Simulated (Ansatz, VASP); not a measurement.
## One calculation of Na, two programs

```
Na
1.0
    -2.08479    2.08479    2.08479
     2.08479   -2.08479    2.08479
     2.08479    2.08479   -2.08479
Na
1
Cartesian
  0.0000 0.0000 0.0000
```

Alike in both runs: functional PBEsol; k mesh 13 × 13 × 13; occupations fermi-dirac, width 0.05 eV; no spin polarisation.

Ansatz relaxed the structure, and its values are those at the end. VASP's run is a single point on that final structure, the one shown.

|  | VASP | Ansatz |
| --- | --- | --- |
| version | VASP 6.6.1 | Ansatz 0.2.0 |
| potentials or method | VASP PAW PBE potentials, release 64 (Na_pv) | PAW with Ansatz's default frozen-core files, scalar-relativistic |
| plane-wave cutoff (eV) | 520 | 420 |
| valence electrons in the cell | 7 | 9 |

```csv
,VASP,Ansatz,Ansatz less VASP
pressure (GPa),0.0,0.0,0.00
```

VASP's potentials were made for PBE, not for PBEsol. VASP's potentials hold 7 valence electrons a cell and Ansatz's 9, so a difference there can come from the potentials and not from the codes.
